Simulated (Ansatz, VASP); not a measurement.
W: VASP beside Ansatz

```xyz
1
Lattice="0.0000 2.0434 2.0434 2.0434 0.0000 2.0434 2.0434 2.0434 0.0000" Properties=species:S:1:pos:R:3 pbc="T T T"
W     0.0000    0.0000    0.0000
```

Alike in both runs: task single point; functional LDA; k mesh 11 × 11 × 11; non-collinear spin, spin-orbit coupling; Hubbard terms W d U = 8.0 eV.

|  | VASP | Ansatz |
| --- | --- | --- |
| version | VASP 6.6.1 | Ansatz 0.2.0 |
| potentials or method | VASP PAW LDA potentials, release 64 (W_sv) | Ansatz PAW |
| plane-wave cutoff (eV) | 520 | 420 |
| occupations | methfessel-paxton of order 1, width 0.01 eV | cold, width 0.01 eV |
| valence electrons in the cell | 14 | 14 |

Ansatz gave:

- pressure (GPa): 18.0
- net moment per atom (μB): 0.00

Estimate VASP's values.

pressure (GPa): 12.4; net moment per atom (μB): 0.00.

LDA's correlation is that of Perdew and Zunger in VASP and of Perdew and Wang (1992) in Ansatz. The programs project onto different local orbitals, so the same U acts differently, and such runs can settle in different states.
